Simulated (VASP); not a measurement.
# Au (Fm-3m) in VASP: notebook

The runs below take Au through single point, relaxation of cell and atoms, with PBEsol.

Program: VASP 6.6.1. These are calculated values, not measurements. Logs are shortened: lines on timing, memory, paths and dates and some standing lists are left out, and cuts for length are marked.

## (1) The cell of the first run

It takes space group Fm-3m (No. 225, cubic). Conventional cell: a = 4.082 Å, b = 4.082 Å, c = 4.082 Å, α = 90.00°, β = 90.00°, γ = 90.00°. Within 3.8 Å of Au (site symmetry m-3m) lie 12 Au at 2.89 Å.

## (2) Single point, PBEsol

INCAR reads:

```
ALGO = Normal
EDIFF = 1E-6
ENCUT = 500
GGA = PS
GGA_COMPAT = False
ISIF = 2
ISMEAR = 1
LASPH = True
LCHARG = True
LELF = True
LREAL = False
LVHAR = True
LWAVE = False
NBANDS = 12
NELM = 120
PREC = Accurate
SIGMA = 0.05
```

KPOINTS reads:

```
k-points
0
Gamma
  9 9 9
```

POSCAR reads:

```
Au
1.0
    0.0000000000      2.0411754600      2.0411754600
    2.0411754600      0.0000000000      2.0411754600
    2.0411754600      2.0411754600      0.0000000000
Au
1
Direct
    0.0000000000      0.0000000000      0.0000000000
```

Potentials or basis: VASP PAW PBE potentials, release 64 (Au).

The run is started by

```bash
cat potpaw_PBE.64/Au/POTCAR > POTCAR
mpirun -np 1 vasp_std > vasp.out
```

OUTCAR:

```text
EDIFF = 1E-6
   ENCUT = 500
   GGA = PS
   ISIF = 2
   ISMEAR = 1
   LASPH = True
   LREAL = False
   NELM = 120
   PREC = Accurate

 ion  position               nearest neighbor table
   1  0.000  0.000  0.000-

  LATTYP: Found a face centered cubic cell.
 ALAT       =     4.0823509200

  Lattice vectors:

 A1 = (   0.0000000000,   2.0411754600,   2.0411754600)
 A2 = (   2.0411754600,   0.0000000000,   2.0411754600)
 A3 = (   2.0411754600,   2.0411754600,   0.0000000000)

Analysis of symmetry for initial positions (statically):
=====================================================================
 Subroutine PRICEL returns:
 Original cell was already a primitive cell.

 Routine SETGRP: Setting up the symmetry group for a
 face centered cubic supercell.

 Subroutine GETGRP returns: Found 48 space group operations
 (whereof 48 operations were pure point group operations)
 out of a pool of 48 trial point group operations.

The static configuration has the point symmetry O_h .

Analysis of symmetry for dynamics (positions and initial velocities):
=====================================================================
 Subroutine PRICEL returns:
 Original cell was already a primitive cell.

 Routine SETGRP: Setting up the symmetry group for a
 face centered cubic supercell.

 Subroutine GETGRP returns: Found 48 space group operations
 (whereof 48 operations were pure point group operations)
 out of a pool of 48 trial point group operations.

The dynamic configuration has the point symmetry O_h .

 Subroutine INISYM returns: Found 48 space group operations
 (whereof 48 operations are pure point group operations),
 and found     1 'primitive' translations

----------------------------------------------------------------------------------------

                                     Primitive cell

  volume of cell :      17.0087

  direct lattice vectors                    reciprocal lattice vectors
     0.000000000  2.041175460  2.041175460    -0.244956894  0.244956894  0.244956894
     2.041175460  0.000000000  2.041175460     0.244956894 -0.244956894  0.244956894
     2.041175460  2.041175460  0.000000000     0.244956894  0.244956894 -0.244956894

  length of vectors
     2.886658019  2.886658019  2.886658019     0.424277785  0.424277785  0.424277785

  position of ions in fractional coordinates (direct lattice)
     0.000000000  0.000000000  0.000000000

  ion indices of the primitive-cell ions
   primitive index   ion index
                 1           1

----------------------------------------------------------------------------------------

 KPOINTS: k-points

Automatic generation of k-mesh.
 Grid dimensions read from file:
 generate k-points for:    9    9    9

 Generating k-lattice:

  Cartesian coordinates                     Fractional coordinates (reciprocal lattice)
    -0.027217433  0.027217433  0.027217433     0.111111111  0.000000000  0.000000000
     0.027217433 -0.027217433  0.027217433     0.000000000  0.111111111  0.000000000
     0.027217433  0.027217433 -0.027217433     0.000000000  0.000000000  0.111111111

  Length of vectors
     0.047141976  0.047141976  0.047141976

  Shift w.r.t. Gamma in fractional coordinates (k-lattice)
     0.000000000  0.000000000  0.000000000

 Subroutine IBZKPT returns following result:
 ===========================================

 Found     35 irreducible k-points:

 Following reciprocal coordinates:
            Coordinates               Weight
  0.000000  0.000000  0.000000      1.000000
  0.111111  0.000000  0.000000      8.000000
  0.222222  0.000000  0.000000      8.000000
  0.333333  0.000000  0.000000      8.000000
  0.444444  0.000000  0.000000      8.000000
  0.111111  0.111111  0.000000      6.000000
[... 16 lines left out ...]
 -0.333333  0.333333  0.000000     12.000000
  0.444444  0.444444  0.000000      6.000000
 [... further k-points ...]
   k-points           NKPTS =     35   k-points in BZ     NKDIM =     35   number of bands    NBANDS=     12
   number of dos      NEDOS =    301   number of ions     NIONS =      1
   total plane-waves  NPLWV =  13824
   dimension x,y,z NGX =    24 NGY =   24 NGZ =   24
   dimension x,y,z NGXF=    48 NGYF=   48 NGZF=   48
   ions per type =               1
   NGX,Y,Z   is equivalent  to a cutoff of  13.82, 13.82, 13.82 a.u.
   NGXF,Y,Z  is equivalent  to a cutoff of  27.64, 27.64, 27.64 a.u.
 SYSTEM =  unknown system
   PREC   = accura    normal or accurate (medium, high low for compatibility)
   ISTART =      0    job   : 0-new  1-cont  2-samecut
   ICHARG =      2    charge: 1-file 2-atom 10-const
   ISPIN  =      1    spin polarized calculation?
   LNONCOLLINEAR =      F non collinear calculations
   LSORBIT =      F    spin-orbit coupling
   LASPH  =      T    aspherical Exc in radial PAW
   ENCUT  =  500.0 eV  36.75 Ry    6.06 a.u.   5.26  5.26  5.26*2*pi/ulx,y,z
   NELM   =    120;   NELMIN=  2; NELMDL= -5     # of ELM steps
   EDIFF  = 0.1E-05   stopping-criterion for ELM
   LREAL  =      F    real-space projection
   EDIFFG = 0.1E-04   stopping-criterion for IOM
   NSW    =      0    number of steps for IOM
   IBRION =     -1    ionic relax: 0-MD 1-quasi-New 2-CG
   NFREE  =      0    steps in history (QN), initial steepest desc. (CG)
   ISIF   =      2    stress and relaxation
   ISYM   =      2    0-nonsym 1-usesym 2-fastsym
   POTIM  = 0.5000    time-step for ionic-motion
   TEBEG  =    0.0;   TEEND  =   0.0 temperature during run
   PSTRESS=    0.0 pullay stress
   NELECT =      11.0000    total number of electrons
   NUPDOWN=      -1.0000    fix difference up-down
   EMIN   =  10.00;   EMAX   =-10.00  energy-range for DOS
   EFERMI =   0.00;   METHOD = LEGACY
   ISMEAR =     1;   SIGMA  =   0.05  broadening in eV -4-tet -1-fermi 0-gaus
   EFERMI_NEDOS =   21; number of points for ismear=-14 and -15
   IALGO  =     38    algorithm
   IMIX   =      4    mixing-type and parameters
     AMIX     =   0.40;   BMIX     =  1.00
     AMIX_MAG =   1.60;   BMIX_MAG =  1.00
  volume/ion in A,a.u.               =      17.01       114.78
  Fermi-wavevector in a.u.,A,eV,Ry     =   1.415735  2.675352 27.270244  2.004306
  Thomas-Fermi vector in A             =   2.537143
   LORBIT       =      0    0 simple, 1 ext, 2 COOP (PROOUT), +10 PAW based schemes
   GGA     = PS    functional components
   LHFCALC =     F    Hartree Fock is set to
   AEXX    =    0.0000 exact exchange contribution
   IVDW    =     0    specifies the selected vdW correction
   LEPSILON=     F    determine dielectric tensor
   LRPA    =     F    only Hartree local field effects (RPA)
 non-spin polarized calculation
 Methfessel and Paxton  Order N= 1 SIGMA  =   0.05
  energy-cutoff  :      500.00
  volume of cell :       17.01
 maximum number of plane-waves:       444
 NGX is ok and might be reduce to    24
   NGX = 11   NGY = 11   NGZ = 11

 number of electron      11.0000000 magnetization

 Free energy of the ion-electron system (eV)
  ---------------------------------------------------
  ext. energy  EPLUGINS =         0.00000000
  ---------------------------------------------------
  free energy    TOTEN  =        -3.94821729 eV

  energy without entropy =       -3.94813239  energy(sigma->0) =       -3.94818899

 E-fermi :   9.3197     XC(G=0): -12.8950

 val. band max:        8.9170426508   @ k =   0.4444   0.3333   0.0000
 cond. band min:       9.3352800000   @ k =   0.4444   0.4444   0.0000
 fundamental gap:      0.4182373492
 Fermi energy:         9.3197028510

 k-point     1 :       0.0000    0.0000    0.0000
  band No.  band energies     occupation
      1      -0.6301      2.00000
      2       4.6267      2.00000
      3       4.6267      2.00000
      4       4.6267      2.00000
      5       6.1608      2.00000
      6       6.1608      2.00000
      7      23.8100      0.00000
      8      27.8124      0.00000
      9      27.8124      0.00000
     10      27.8124      0.00000
     11      32.6850      0.00000
     12      37.3733      0.00000

 k-point     2 :       0.1111    0.0000    0.0000
  band No.  band energies     occupation
      1      -0.2060      2.00000
      2       4.4981      2.00000
      3       4.7629      2.00000
      4       4.7629      2.00000
      5       6.1076      2.00000
      6       6.1076      2.00000
      7      24.2351      0.00000
      8      25.6148      0.00000
      9      28.3088      0.00000
     10      28.3088      0.00000
     11      33.0876      0.00000
     12      35.3901      0.00000

 k-point     3 :       0.2222    0.0000    0.0000
  band No.  band energies     occupation
      1       0.8848      2.00000
      2       4.3965      2.00000
      3       4.9211      2.00000
      4       4.9211      2.00000
      5       6.2166      2.00000
      6       6.2166      2.00000
      7      21.5247      0.00000
      8      24.9941      0.00000
      9      29.2531      0.00000
     10      29.2531      0.00000
     11      30.9814      0.00000
     12      32.6574      0.00000
[... 286 lines left out ...]
 k-point    23 :      -0.3333    0.3333    0.0000
  band No.  band energies     occupation
      1       3.1358      2.00000
      2       3.9461      2.00000
      3       4.8143      2.00000
      4       6.0431      2.00000
      5       6.9185      2.00000
      6      11.7135      0.00000
      7      15.7329      0.00000
      8      16.4445      0.00000
      9      23.5873      0.00000
     10      26.2815      0.00000
     11      34.5362      0.00000
     12      35.0347      0.00000

 k-point    24 :       0.4444    0.4444    0.0000
  band No.  band energies     occupation
      1       2.2699      2.00000
      2       2.6009      2.00000
      3       7.2887      2.00000
      4       7.5515      2.00000
      5       7.5515      2.00000
      6       9.3353      0.50000
      7      16.2444      0.00000
      8      19.5732      0.00000
      9      19.5732      0.00000
     10      26.3847      0.00000
     11      28.9911      0.00000
     12      37.0056      0.00000

 [... further k-points ...]
[... 5 lines left out ...]
  --------------------------------------------------------------------------------------
  -------------------------------------------------------------------------------------
  Total       -0.0296983     -0.0296983     -0.0296983     -0.0000000     -0.0000000      0.0000000
  in kB       -2.7975054     -2.7975054     -2.7975054     -0.0000000     -0.0000000      0.0000000
  external PRESSURE =      -2.7975054 kB  Pullay stress =       0.0000000 kB

 VOLUME and BASIS-vectors are now :
 -----------------------------------------------------------------------------
  energy-cutoff  :      500.00
  volume of cell :       17.01
      direct lattice vectors                 reciprocal lattice vectors
     0.000000000  2.041175460  2.041175460    -0.244956894  0.244956894  0.244956894
     2.041175460  0.000000000  2.041175460     0.244956894 -0.244956894  0.244956894
     2.041175460  2.041175460  0.000000000     0.244956894  0.244956894 -0.244956894

 POSITION                                       TOTAL-FORCE (eV/Angst)
 -----------------------------------------------------------------------------------
      0.00000      0.00000      0.00000        -0.000000      0.000000      0.000000
 -----------------------------------------------------------------------------------
    total drift:                                0.000000      0.000000     -0.000000

  FREE ENERGIE OF THE ION-ELECTRON SYSTEM (eV)
  ---------------------------------------------------
  free  energy   TOTEN  =        -3.9482172893 eV

  energy  without entropy=       -3.9481323892  energy(sigma->0) =       -3.94818899
```

Run time: 4.7 s. Hardware: 1 thread of AMD EPYC 9R45 (Zen 5), shared host; peak memory 0.11 GiB.

Results:

| Quantity | Value |
| --- | --- |
| Free energy | -3.9482 eV |
| Pressure | -0.3 GPa |
| Band gap on the k mesh | zero (an odd number of electrons rules out a gap without spin polarisation) |

Caveat: the PAW data sets were made with another functional, which shifts forces and pressure a little; spin-orbit coupling is left out, which moves the levels of the heavy elements.

## (3) Relaxation of cell and atoms, PBEsol

This run uses another cell than the first one, of 16.85 Å³/atom.

INCAR reads:

```
SYSTEM = Au
ALGO = Normal
EDIFF = 1E-7
EDIFFG = -0.03
ENCUT = 500
GGA = PS
GGA_COMPAT = .False.
IBRION = 2
ISIF = 3
ISMEAR = 1
LASPH = .True.
LCHARG = .False.
LREAL = .False.
LWAVE = .False.
NELM = 120
NELMIN = 4
NSW = 60
PREC = Accurate
SIGMA = 0.05
```

KPOINTS reads:

```
k-points
0
Gamma
  9 9 9
  0 0 0
```

POSCAR reads:

```
Au
1.0
    0.0000000000      2.0350000000      2.0350000000
    2.0350000000      0.0000000000      2.0350000000
    2.0350000000      2.0350000000      0.0000000000
Au
1
Direct
    0.0000000000      0.0000000000      0.0000000000
```

Potentials or basis: VASP PAW PBE potentials, release 64 (Au).

The run is started by

```bash
cat potpaw_PBE.64/Au/POTCAR > POTCAR
mpirun -np 1 vasp_std > vasp.out
```

Run time: 8.1 s. Hardware: 1 thread of AMD EPYC 9R45 (Zen 5), shared host; peak memory 0.11 GiB.

Results (log left out):

```
Free energy                           : -3.9481 eV
Relaxed volume                        : 16.98 Å³/atom
Relaxed cell                          : a = 2.885 Å, b = 2.885 Å, c = 2.885 Å, α = 60.00°, β = 60.00°, γ = 60.00°
Space group after relaxing (to 0.1 Å) : Fm-3m (No. 225)
Energy gained by relaxing             : 0.5 meV/atom
Ionic steps                           : 3
Pressure after relaxing               : 0.0 GPa
Band gap on the k mesh                : zero (an odd number of electrons rules out a gap without spin polarisation)
```

Step by step:
| step | energy change (eV) | largest force (eV/Å) | pressure (GPa) | volume (Å³) |
| --- | --- | --- | --- | --- |
| 1 | 0.0000 | 0.0000 | 1.36 | 16.85 |
| 2 | 0.0010 | 0.0000 | -2.23 | 17.21 |
| 3 | -0.0005 | 0.0000 | 0.00 | 16.98 |

Final structure:
```cif
data_structure
_symmetry_space_group_name_H-M 'P 1'
_symmetry_Int_Tables_number 1
_cell_length_a 2.8852
_cell_length_b 2.8852
_cell_length_c 2.8852
_cell_angle_alpha 60.000
_cell_angle_beta 60.000
_cell_angle_gamma 60.000
_cell_volume 16.98
loop_
_atom_site_label
_atom_site_type_symbol
_atom_site_fract_x
_atom_site_fract_y
_atom_site_fract_z
_atom_site_occupancy
Au1 Au 0.00000 0.00000 0.00000 1
```

Levels at points of the mesh, in eV from the Fermi level:
```
           k point  band 4  band 5  band 6  band 7  band 8  band 9
(0.00, 0.00, 0.00)   -4.70   -3.16   -3.16   14.49   18.50   18.50
```

Caveat: the PAW data sets were made with another functional, which shifts forces and pressure a little; spin-orbit coupling is left out, which moves the levels of the heavy elements. Zero-point motion and thermal expansion aren't in these numbers.
